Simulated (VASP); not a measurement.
# AgAu: electric field gradients with LDA

AgAu:

```
CELL_PARAMETERS angstrom
1.45759 0.84154 4.73064
-1.45759 0.84154 4.73064
0.00000 -1.68308 4.73064
ATOMIC_POSITIONS crystal
Ag 0.00000 0.00000 0.00000
Au 0.50000 0.50000 0.50000
```

```json
{
  "Program": "VASP 6.6.1",
  "Task": "electric field gradients",
  "Functional": "LDA",
  "Potentials or basis": "VASP PAW LDA potentials, release 64 (Ag, Au)",
  "Cutoff": "520 eV",
  "k mesh": "14 × 14 × 14",
  "Occupations": "fermi-dirac, width 0.05 eV",
  "Spin": "no spin polarisation",
  "Dipole correction": "no",
  "Further INCAR settings": "ALGO = Normal; EDIFF = 1e-08; NBANDS = 18"
}
```

| Item | Value |
| --- | --- |
| Pressure | -8.9 GPa |
| Band gap on the k mesh | zero (bands 11 and 12 overlap by 5.66 eV) |
| Largest electric field gradient by atom | Ag -23.8; Au +62.7 V/Å² |

Stress tensor (GPa, compression positive):
```
-8.83  0.00  0.00
 0.00 -8.83  0.00
 0.00  0.00 -9.15
```

Levels at points of the mesh, in eV from the Fermi level:
```csv
k point,band 8,band 9,band 10,band 11,band 12,band 13,band 14,band 15
"(0.00, 0.00, 0.00)",-3.42,-3.42,-2.32,-2.32,-0.57,3.36,14.45,15.32
"(0.50, 0.00, 0.00)",-3.37,-2.87,-1.82,0.75,1.14,5.63,5.74,10.83
"(0.50, 0.50, 0.00)",-2.31,-2.06,-1.79,-0.64,1.32,2.99,6.41,10.10
"(0.50, 0.50, 0.50)",-4.24,-3.58,-3.58,-2.89,-2.89,10.83,11.44,15.43
```

Electric field gradients, principal values (V/Å²):
```tsv
atom	least	middle	greatest (by size)
1 Ag	11.887	11.887	-23.775
2 Au	-31.352	-31.352	62.703
```

Run time: 4.3 min on 1 thread of Intel(R) Xeon(R) 6975P-C (Granite Rapids), on a shared host, peak memory 0.36 GiB.

Caveat: the cell stands under tension; without QUAD_EFG the Cq values of the log hold for a quadrupole moment of 1 mb, not for the nuclei; spin-orbit coupling is left out, which moves the levels of the heavy elements.
